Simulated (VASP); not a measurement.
# Sb (P6_3/mmc) in VASP: single point with PBEsol

Aim: the single point of Sb with PBEsol.

All numbers are computed with VASP 6.6.1; they aren't measurements. Logs are shortened: lines on timing, memory, paths and dates and some standing lists are left out, and cuts for length are marked.

## 1. The cell of the first run

It takes space group P6_3/mmc (No. 194, hexagonal). The conventional cell has a = 5.950 Å, b = 5.950 Å, c = 9.657 Å, α = 90.00°, β = 90.00°, γ = 120.00°.

## 2. Single point, PBEsol (N replaced by Sb, lengths x 1.575, strained)

INCAR

```
ALGO = Normal ; EDIFF = 1E-7
ENCUT = 520 ; GGA = PS
ISIF = 2 ; ISMEAR = 0
LASPH = T ; LCHARG = F
LREAL = F ; LWAVE = F
NBANDS = 12 ; NELM = 80
PREC = Accurate ; SIGMA = 0.1
```

KPOINTS

```
k-points
0
Gamma
  9 9 6
```

POSCAR

```
Sb
1.0
    5.9497187636      0.0000000000      0.0000000000
   -2.9748593818      5.1526075948      0.0000000000
    0.0000000000      0.0000000000      9.6566072163
Sb
2
Direct
    0.3333333333      0.6666666667      0.2500000000
    0.6666666667      0.3333333333      0.7500000000
```

Potentials or basis: VASP PAW PBE potentials, release 64 (Sb).

Command:

```
> cat potpaw_PBE.64/Sb/POTCAR > POTCAR
> mpirun -np 1 vasp_std > vasp.out
```

OUTCAR:

```text
EDIFF = 1E-7
   ENCUT = 520
   GGA = PS
   ISIF = 2
   ISMEAR = 0
   LASPH = T
   LREAL = F
   NELM = 80
   PREC = Accurate

 ion  position               nearest neighbor table
   1  0.333  0.667  0.250-
   2  0.667  0.333  0.750-

  LATTYP: Found a hexagonal cell.
 ALAT       =     5.9497187636
 C/A-ratio  =     1.6230359114

  Lattice vectors:

 A1 = (   5.9497187636,   0.0000000000,   0.0000000000)
 A2 = (  -2.9748593818,   5.1526075948,   0.0000000000)
 A3 = (   0.0000000000,   0.0000000000,   9.6566072163)

Analysis of symmetry for initial positions (statically):
=====================================================================
 Subroutine PRICEL returns:
 Original cell was already a primitive cell.

 Routine SETGRP: Setting up the symmetry group for a
 hexagonal supercell.

 Subroutine GETGRP returns: Found 24 space group operations
 (whereof 12 operations were pure point group operations)
 out of a pool of 24 trial point group operations.

The static configuration has the point symmetry D_3d.
 The point group associated with its full space group is D_6h.

Analysis of symmetry for dynamics (positions and initial velocities):
=====================================================================
 Subroutine PRICEL returns:
 Original cell was already a primitive cell.

 Routine SETGRP: Setting up the symmetry group for a
 hexagonal supercell.

 Subroutine GETGRP returns: Found 24 space group operations
 (whereof 12 operations were pure point group operations)
 out of a pool of 24 trial point group operations.

The dynamic configuration has the point symmetry D_3d.
 The point group associated with its full space group is D_6h.

 Subroutine INISYM returns: Found 24 space group operations
 (whereof 12 operations are pure point group operations),
 and found     1 'primitive' translations

----------------------------------------------------------------------------------------

                                     Primitive cell

  volume of cell :     296.0384

  direct lattice vectors                    reciprocal lattice vectors
     5.949718764  0.000000000  0.000000000     0.168075171  0.097038245  0.000000000
    -2.974859382  5.152607595  0.000000000     0.000000000  0.194076491  0.000000000
     0.000000000  0.000000000  9.656607216     0.000000000  0.000000000  0.103556040

  length of vectors
     5.949718764  5.949718764  9.656607216     0.194076491  0.194076491  0.103556040

  position of ions in fractional coordinates (direct lattice)
     0.333333333  0.666666667  0.250000000
     0.666666667  0.333333333  0.750000000
[... 89 lines left out ...]
   NUPDOWN=      -1.0000    fix difference up-down
   EMIN   =  10.00;   EMAX   =-10.00  energy-range for DOS
   EFERMI =   0.00;   METHOD = LEGACY
   ISMEAR =     0;   SIGMA  =   0.10  broadening in eV -4-tet -1-fermi 0-gaus
   EFERMI_NEDOS =   21; number of points for ismear=-14 and -15
   IALGO  =     38    algorithm
   IMIX   =      4    mixing-type and parameters
     AMIX     =   0.40;   BMIX     =  1.00
     AMIX_MAG =   1.60;   BMIX_MAG =  1.00
  volume/ion in A,a.u.               =     148.02       998.88
  Fermi-wavevector in a.u.,A,eV,Ry     =   0.529207  1.000056  3.810446  0.280060
  Thomas-Fermi vector in A             =   1.551196
   LORBIT       =      0    0 simple, 1 ext, 2 COOP (PROOUT), +10 PAW based schemes
   GGA     = PS    functional components
   LHFCALC =     F    Hartree Fock is set to
   AEXX    =    0.0000 exact exchange contribution
   IVDW    =     0    specifies the selected vdW correction
   LEPSILON=     F    determine dielectric tensor
   LRPA    =     F    only Hartree local field effects (RPA)
 non-spin polarized calculation
 Gauss-broadening in eV      SIGMA  =   0.10
  energy-cutoff  :      520.00
  volume of cell :      296.04
 maximum number of plane-waves:      7992
 NGX is ok and might be reduce to    48
   NGX = 23   NGY = 23   NGZ = 35

 number of electron      10.0000001 magnetization

 Free energy of the ion-electron system (eV)
  ---------------------------------------------------
  ext. energy  EPLUGINS =         0.00000000
  ---------------------------------------------------
  free energy    TOTEN  =        -1.02266349 eV

  energy without entropy =       -0.91876275  energy(sigma->0) =       -0.97071312

 E-fermi :  -2.6111     XC(G=0):  -4.2795

 val. band max:       -2.6182313850   @ k =   0.3333   0.3333   0.0000
 cond. band min:      -2.6109233477   @ k =   0.4444   0.1111   0.1667
 fundamental gap:      0.0073080373
 Fermi energy:        -2.6111348324

 k-point     1 :       0.0000    0.0000    0.0000
  band No.  band energies     occupation
      1     -10.7834      2.00000
      2     -10.7366      2.00000
      3      -3.0250      2.00000
      4      -2.4530      0.02532
      5      -2.4530      0.02532
      6      -2.3745      0.00082
      7      -2.3745      0.00082
      8      -2.3674      0.00057
      9       0.7716      0.00000
     10       2.0260      0.00000
     11       3.5475      0.00000
     12       4.1121      0.00000
[... 331 lines left out ...]
 k-point    24 :       0.3333    0.3333    0.1667
  band No.  band energies     occupation
      1     -10.7268      2.00000
      2     -10.7268      2.00000
      3      -2.8521      1.99935
      4      -2.8130      1.99570
      5      -2.8130      1.99570
      6      -2.6682      1.58015
      7      -2.5682      0.54400
      8      -2.5682      0.54400
      9       2.7063      0.00000
     10       2.8956      0.00000
     11       2.8956      0.00000
     12       3.0237      0.00000

 [... further k-points ...]

------------------------ aborting loop because EDIFF is reached ----------------------------------------

  FORCE on cell =-STRESS in cart. coord.  units (eV):
  Direction    XX          YY          ZZ          XY          YZ          ZX
  --------------------------------------------------------------------------------------
  -------------------------------------------------------------------------------------
  Total       -2.0266681     -2.0266681     -2.0781209     -0.0000000      0.0000000      0.0000000
  in kB      -10.9684470    -10.9684470    -11.2469127     -0.0000000      0.0000000      0.0000000
  external PRESSURE =     -11.0612689 kB  Pullay stress =       0.0000000 kB

 VOLUME and BASIS-vectors are now :
 -----------------------------------------------------------------------------
  energy-cutoff  :      520.00
  volume of cell :      296.04
      direct lattice vectors                 reciprocal lattice vectors
     5.949718764  0.000000000  0.000000000     0.168075171  0.097038245  0.000000000
    -2.974859382  5.152607595  0.000000000     0.000000000  0.194076491  0.000000000
     0.000000000  0.000000000  9.656607216     0.000000000  0.000000000  0.103556040

 POSITION                                       TOTAL-FORCE (eV/Angst)
 -----------------------------------------------------------------------------------
     -0.00000      3.43507      2.41415        -0.000000      0.000000      0.000000
      2.97486      1.71754      7.24246         0.000000     -0.000000      0.000000
 -----------------------------------------------------------------------------------
    total drift:                               -0.000000      0.000000      0.000000

  FREE ENERGIE OF THE ION-ELECTRON SYSTEM (eV)
  ---------------------------------------------------
  free  energy   TOTEN  =        -1.0226634880 eV

  energy  without entropy=       -0.9187627537  energy(sigma->0) =       -0.97071312
```

stdout:

```text
POSCAR found type information on POSCAR Sb
 POSCAR found :  1 types and       2 ions
 scaLAPACK will be used
 -----------------------------------------------------------------------------
|                                                                             |
|                                                                             |
|     You enforced a specific xc type in the INCAR file but a different       |
|     I HOPE YOU KNOW WHAT YOU ARE DOING!                                     |
|                                                                             |
 -----------------------------------------------------------------------------

 LDA part: xc-table for (Slater+PW92), standard interpolation
 POSCAR, INCAR and KPOINTS ok, starting setup
 FFT: planning ... GRIDC
 FFT: planning ... GRID_SOFT
 FFT: planning ... GRID
 WAVECAR not read
 entering main loop
```

Wall time 1.9 min (1 thread of Intel Xeon Platinum 8488C (Sapphire Rapids), shared host); peak memory 0.49 GiB.

What came out:

```yaml
Free_energy: -1.0227 eV
Pressure: -1.1 GPa
Band_gap_on_the_k_mesh: zero (band 5 reaches -2.41 eV, above the bottom of band 6 at -2.76 eV)
```

Levels at points of the mesh, in eV from the Fermi level:
```
           k point  band 2  band 3  band 4  band 5  band 6  band 7  band 8  band 9
(0.00, 0.00, 0.00)   -8.13   -0.41    0.16    0.16    0.24    0.24    0.24    3.38
(0.00, 0.00, 0.50)   -8.15   -0.13   -0.13    0.20    0.20    0.20    0.20    4.10
```

Caveat: the cell differs from its parent crystal (N replaced by Sb, lengths x 1.575, strained); the PAW data sets were made with another functional, which shifts forces and pressure a little; spin-orbit coupling is left out, which moves the levels of the heavy elements.
